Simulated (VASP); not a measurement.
# Be (Fm-3m) in VASP: a series of runs

The runs below take Be through single point, with PBE.

All numbers are computed with VASP 6.6.1; they aren't measurements. Logs are shortened: lines on timing, memory, paths and dates and some standing lists are left out, and cuts for length are marked.

### 1 The cell of the first run

It takes space group Fm-3m (No. 225, cubic). Conventional cell: a = 3.158 Å, b = 3.158 Å, c = 3.158 Å, α = 90.00°, β = 90.00°, γ = 90.00°. Be (site symmetry m-3m) has 12 Be at 2.23 Å within 3.0 Å.

### 2 Single point, PBE

Contents of INCAR:

```
PREC = Accurate ; ENCUT = 520
EDIFF = 1E-7 ; ISMEAR = -1
SIGMA = 0.1 ; LREAL = F
LASPH = T ; NELM = 100
ALGO = Normal ; ISIF = 2
LWAVE = F ; LCHARG = F
GGA = PE ; NBANDS = 7
```

Contents of KPOINTS:

```
regular mesh
0
Gamma
  9 9 9
```

Contents of POSCAR:

```
Be
1.0
    0.0000000000      1.5791920130      1.5791920130
    1.5791920130      0.0000000000      1.5791920130
    1.5791920130      1.5791920130      0.0000000000
Be
1
Direct
    0.0000000000      0.0000000000      0.0000000000
```

Potentials or basis: VASP PAW PBE potentials, release 64 (Be).

Run with:

```bash
$ cat potpaw_PBE.64/Be/POTCAR > POTCAR
$ mpirun -np 1 vasp_std > vasp.out
```

OUTCAR:

```text
PREC = Accurate
   ENCUT = 520
   EDIFF = 1E-7
   ISMEAR = -1
   LREAL = F
   LASPH = T
   NELM = 100
   ISIF = 2
   GGA = PE

 ion  position               nearest neighbor table
   1  0.000  0.000  0.000-

  LATTYP: Found a face centered cubic cell.
 ALAT       =     3.1583840260

  Lattice vectors:

 A1 = (   0.0000000000,   1.5791920130,   1.5791920130)
 A2 = (   1.5791920130,   0.0000000000,   1.5791920130)
 A3 = (   1.5791920130,   1.5791920130,   0.0000000000)

Analysis of symmetry for initial positions (statically):
[... 5 lines left out ...]
 face centered cubic supercell.

 Subroutine GETGRP returns: Found 48 space group operations
 (whereof 48 operations were pure point group operations)
 out of a pool of 48 trial point group operations.

The static configuration has the point symmetry O_h .

Analysis of symmetry for dynamics (positions and initial velocities):
[... 5 lines left out ...]
 face centered cubic supercell.

 Subroutine GETGRP returns: Found 48 space group operations
 (whereof 48 operations were pure point group operations)
 out of a pool of 48 trial point group operations.

The dynamic configuration has the point symmetry O_h .

 Subroutine INISYM returns: Found 48 space group operations
 (whereof 48 operations are pure point group operations),
 and found     1 'primitive' translations

----------------------------------------------------------------------------------------

                                     Primitive cell

  volume of cell :       7.8765

  direct lattice vectors                    reciprocal lattice vectors
     0.000000000  1.579192013  1.579192013    -0.316617609  0.316617609  0.316617609
     1.579192013  0.000000000  1.579192013     0.316617609 -0.316617609  0.316617609
     1.579192013  1.579192013  0.000000000     0.316617609  0.316617609 -0.316617609

  length of vectors
     2.233314762  2.233314762  2.233314762     0.548397786  0.548397786  0.548397786

  position of ions in fractional coordinates (direct lattice)
     0.000000000  0.000000000  0.000000000

  ion indices of the primitive-cell ions
   primitive index   ion index
                 1           1

----------------------------------------------------------------------------------------

 KPOINTS: regular mesh

Automatic generation of k-mesh.
 Grid dimensions read from file:
 generate k-points for:    9    9    9

 Generating k-lattice:

  Cartesian coordinates                     Fractional coordinates (reciprocal lattice)
    -0.035179734  0.035179734  0.035179734     0.111111111  0.000000000  0.000000000
     0.035179734 -0.035179734  0.035179734     0.000000000  0.111111111  0.000000000
     0.035179734  0.035179734 -0.035179734     0.000000000  0.000000000  0.111111111

  Length of vectors
     0.060933087  0.060933087  0.060933087

  Shift w.r.t. Gamma in fractional coordinates (k-lattice)
     0.000000000  0.000000000  0.000000000

 Subroutine IBZKPT returns following result:
 ===========================================

 Found     35 irreducible k-points:

 Following reciprocal coordinates:
            Coordinates               Weight
  0.000000  0.000000  0.000000      1.000000
  0.111111  0.000000  0.000000      8.000000
  0.222222  0.000000  0.000000      8.000000
  0.333333  0.000000  0.000000      8.000000
  0.444444  0.000000  0.000000      8.000000
  0.111111  0.111111  0.000000      6.000000
[... 16 lines left out ...]
 -0.333333  0.333333  0.000000     12.000000
  0.444444  0.444444  0.000000      6.000000
 [... further k-points ...]
   k-points           NKPTS =     35   k-points in BZ     NKDIM =     35   number of bands    NBANDS=      7
   number of dos      NEDOS =    301   number of ions     NIONS =      1
   total plane-waves  NPLWV =   5832
   dimension x,y,z NGX =    18 NGY =   18 NGZ =   18
   dimension x,y,z NGXF=    36 NGYF=   36 NGZF=   36
   ions per type =               1
   NGX,Y,Z   is equivalent  to a cutoff of  13.40, 13.40, 13.40 a.u.
   NGXF,Y,Z  is equivalent  to a cutoff of  26.80, 26.80, 26.80 a.u.
 SYSTEM =  unknown system
   PREC   = accura    normal or accurate (medium, high low for compatibility)
   ISTART =      0    job   : 0-new  1-cont  2-samecut
   ICHARG =      2    charge: 1-file 2-atom 10-const
   ISPIN  =      1    spin polarized calculation?
   LNONCOLLINEAR =      F non collinear calculations
   LSORBIT =      F    spin-orbit coupling
   LASPH  =      T    aspherical Exc in radial PAW
   ENCUT  =  520.0 eV  38.22 Ry    6.18 a.u.   4.15  4.15  4.15*2*pi/ulx,y,z
   NELM   =    100;   NELMIN=  2; NELMDL= -5     # of ELM steps
   EDIFF  = 0.1E-06   stopping-criterion for ELM
   LREAL  =      F    real-space projection
   EDIFFG = 0.1E-05   stopping-criterion for IOM
   NSW    =      0    number of steps for IOM
   IBRION =     -1    ionic relax: 0-MD 1-quasi-New 2-CG
   NFREE  =      0    steps in history (QN), initial steepest desc. (CG)
   ISIF   =      2    stress and relaxation
   ISYM   =      2    0-nonsym 1-usesym 2-fastsym
   POTIM  = 0.5000    time-step for ionic-motion
   TEBEG  =    0.0;   TEEND  =   0.0 temperature during run
   PSTRESS=    0.0 pullay stress
   NELECT =       2.0000    total number of electrons
   NUPDOWN=      -1.0000    fix difference up-down
   EMIN   =  10.00;   EMAX   =-10.00  energy-range for DOS
   EFERMI =   0.00;   METHOD = LEGACY
   ISMEAR =    -1;   SIGMA  =   0.10  broadening in eV -4-tet -1-fermi 0-gaus
   EFERMI_NEDOS =   21; number of points for ismear=-14 and -15
   IALGO  =     38    algorithm
   IMIX   =      4    mixing-type and parameters
     AMIX     =   0.40;   BMIX     =  1.00
     AMIX_MAG =   1.60;   BMIX_MAG =  1.00
  volume/ion in A,a.u.               =       7.88        53.15
  Fermi-wavevector in a.u.,A,eV,Ry     =   1.036668  1.959019 14.621930  1.074682
  Thomas-Fermi vector in A             =   2.171070
   LORBIT       =      0    0 simple, 1 ext, 2 COOP (PROOUT), +10 PAW based schemes
   GGA     = PE    functional components
   LHFCALC =     F    Hartree Fock is set to
   AEXX    =    0.0000 exact exchange contribution
   IVDW    =     0    specifies the selected vdW correction
   LEPSILON=     F    determine dielectric tensor
   LRPA    =     F    only Hartree local field effects (RPA)
 non-spin polarized calculation
  energy-cutoff  :      520.00
  volume of cell :        7.88
 maximum number of plane-waves:       220
 NGX is ok and might be reduce to    18
   NGX =  9   NGY =  9   NGZ =  9

 number of electron       2.0000000 magnetization

 Free energy of the ion-electron system (eV)
  ---------------------------------------------------
  ext. energy  EPLUGINS =         0.00000000
  ---------------------------------------------------
  free energy    TOTEN  =        -3.69667304 eV

  energy without entropy =       -3.69627773  energy(sigma->0) =       -3.69647539

 E-fermi :   7.2397     XC(G=0): -10.6225

 val. band max:        6.6848539627   @ k =  -0.3333   0.4444   0.1111
 cond. band min:       7.7888086765   @ k =  -0.4444   0.1111   0.0000
 fundamental gap:      1.1039547138
 Fermi energy:         7.2397103339

 k-point     1 :       0.0000    0.0000    0.0000
  band No.  band energies     occupation
      1      -4.3198      2.00000
      2      26.9892      0.00000
      3      26.9892      0.00000
      4      26.9892      0.00000
      5      36.6613      0.00000
      6      36.6613      0.00000
      7      36.6613      0.00000

 k-point     2 :       0.1111    0.0000    0.0000
  band No.  band energies     occupation
      1      -3.9104      2.00000
      2      23.9966      0.00000
      3      26.3694      0.00000
      4      26.3694      0.00000
      5      34.8571      0.00000
      6      37.8292      0.00000
      7      37.8292      0.00000

 k-point     3 :       0.2222    0.0000    0.0000
  band No.  band energies     occupation
      1      -2.6850      2.00000
      2      18.1950      0.00000
      3      25.2758      0.00000
      4      25.2758      0.00000
      5      35.6888      0.00000
      6      37.9454      0.00000
      7      37.9454      0.00000

 k-point     4 :       0.3333    0.0000    0.0000
  band No.  band energies     occupation
      1      -0.6869      2.00000
      2      12.6213      0.00000
      3      24.4685      0.00000
      4      24.4685      0.00000
      5      35.5302      0.00000
      6      35.5302      0.00000
      7      36.4434      0.00000

 k-point     5 :       0.4444    0.0000    0.0000
  band No.  band energies     occupation
      1       1.6893      2.00000
      2       8.3753      0.00002
      3      24.0967      0.00000
      4      24.0967      0.00000
      5      34.0040      0.00000
      6      34.0040      0.00000
      7      35.6136      0.00000

 k-point     6 :       0.1111    0.1111    0.0000
  band No.  band energies     occupation
      1      -3.7727      2.00000
      2      24.6485      0.00000
      3      24.6485      0.00000
      4      26.9401      0.00000
      5      31.7701      0.00000
      6      38.5547      0.00000
      7      39.9035      0.00000

 k-point     7 :       0.2222    0.1111    0.0000
  band No.  band energies     occupation
      1      -2.8143      2.00000
      2      20.2693      0.00000
      3      23.1004      0.00000
      4      26.4553      0.00000
      5      31.5970      0.00000
      6      34.6837      0.00000
      7      41.6619      0.00000

 k-point     8 :       0.3333    0.1111    0.0000
  band No.  band energies     occupation
      1      -1.0512      2.00000
      2      14.5928      0.00000
      3      22.2541      0.00000
      4      25.0200      0.00000
      5      30.6894      0.00000
      6      36.1444      0.00000
      7      39.6789      0.00000

 k-point     9 :       0.4444    0.1111    0.0000
  band No.  band energies     occupation
      1       1.3495      2.00000
      2       9.7451      0.00000
      3      22.2384      0.00000
      4      23.3082      0.00000
      5      29.9476      0.00000
      6      37.2429      0.00000
      7      39.7445      0.00000

 k-point    10 :      -0.4444    0.1111    0.0000
  band No.  band energies     occupation
      1       2.6652      2.00000
      2       7.7888      0.00821
      3      21.9757      0.00000
      4      23.0153      0.00000
      5      30.4393      0.00000
      6      35.7831      0.00000
      7      41.2472      0.00000

 k-point    11 :      -0.3333    0.1111    0.0000
  band No.  band energies     occupation
      1       0.5145      2.00000
      2      11.1516      0.00000
      3      21.3766      0.00000
      4      24.3995      0.00000
      5      32.0203      0.00000
      6      35.6245      0.00000
      7      39.4094      0.00000
[... 51 lines left out ...]
 k-point    17 :      -0.4444    0.2222    0.0000
  band No.  band energies     occupation
      1       4.0495      2.00000
      2       8.1418      0.00024
      3      18.0618      0.00000
      4      20.5622      0.00000
      5      28.8629      0.00000
      6      39.8869      0.00000
      7      40.9631      0.00000

 k-point    18 :      -0.3333    0.2222    0.0000
  band No.  band energies     occupation
      1       2.5927      2.00000
      2       9.9003      0.00000
      3      17.3699      0.00000
      4      22.1520      0.00000
      5      30.0305      0.00000
      6      39.7184      0.00000
      7      41.3709      0.00000

 k-point    19 :      -0.2222    0.2222    0.0000
  band No.  band energies     occupation
      1       0.0686      2.00000
      2      13.7703      0.00000
      3      18.2020      0.00000
      4      24.3084      0.00000
      5      31.9914      0.00000
      6      38.2593      0.00000
      7      38.8320      0.00000

 k-point    20 :       0.3333    0.3333    0.0000
  band No.  band energies     occupation
      1       0.6190      2.00000
      2      18.5898      0.00000
      3      18.5898      0.00000
      4      18.6274      0.00000
      5      24.3931      0.00000
      6      29.8067      0.00000
      7      50.9541      0.00000

 k-point    21 :       0.4444    0.3333    0.0000
  band No.  band energies     occupation
      1       2.6055      2.00000
      2      14.2340      0.00000
      3      16.4638      0.00000
      4      18.0808      0.00000
      5      26.0096      0.00000
      6      30.7404      0.00000
      7      50.0438      0.00000

 k-point    22 :      -0.4444    0.3333    0.0000
  band No.  band energies     occupation
      1       5.1904      2.00000
      2       9.6399      0.00000
      3      14.8186      0.00000
      4      18.5513      0.00000
      5      27.8910      0.00000
      6      34.4064      0.00000
      7      47.4602      0.00000

 k-point    23 :      -0.3333    0.3333    0.0000
  band No.  band energies     occupation
      1       5.5231      2.00000
      2       8.1190      0.00030
      3      14.8695      0.00000
      4      19.9652      0.00000
      5      28.8626      0.00000
      6      40.3188      0.00000
      7      44.4703      0.00000

 k-point    24 :       0.4444    0.4444    0.0000
  band No.  band energies     occupation
      1       4.0092      2.00000
      2      12.6084      0.00000
      3      17.2535      0.00000
      4      17.2535      0.00000
      5      22.9102      0.00000
      6      30.2260      0.00000
      7      55.7771      0.00000

 [... further k-points ...]
[... 5 lines left out ...]
  --------------------------------------------------------------------------------------
  -------------------------------------------------------------------------------------
  Total       -0.0134493     -0.0134493     -0.0134493      0.0000000      0.0000000      0.0000000
  in kB       -2.7357450     -2.7357450     -2.7357450      0.0000000      0.0000000      0.0000000
  external PRESSURE =      -2.7357450 kB  Pullay stress =       0.0000000 kB

 VOLUME and BASIS-vectors are now :
 -----------------------------------------------------------------------------
  energy-cutoff  :      520.00
  volume of cell :        7.88
      direct lattice vectors                 reciprocal lattice vectors
     0.000000000  1.579192013  1.579192013    -0.316617609  0.316617609  0.316617609
     1.579192013  0.000000000  1.579192013     0.316617609 -0.316617609  0.316617609
     1.579192013  1.579192013  0.000000000     0.316617609  0.316617609 -0.316617609

 POSITION                                       TOTAL-FORCE (eV/Angst)
 -----------------------------------------------------------------------------------
      0.00000      0.00000      0.00000         0.000000      0.000000     -0.000000
 -----------------------------------------------------------------------------------
    total drift:                                0.000000      0.000000     -0.000000

  FREE ENERGIE OF THE ION-ELECTRON SYSTEM (eV)
  ---------------------------------------------------
  free  energy   TOTEN  =        -3.6966730443 eV

  energy  without entropy=       -3.6962777312  energy(sigma->0) =       -3.69647539
```

Run time: 2.5 s. Hardware: 1 thread of Intel Xeon 6975P-C, shared host; peak memory 0.11 GiB.

The run converged, but its numbers aren't listed here, since they failed a check.

Caveat: the k points lie up to 0.38 Å⁻¹ apart; the mesh shows a gap though the element is a metal.

[end of part 1 of 2]
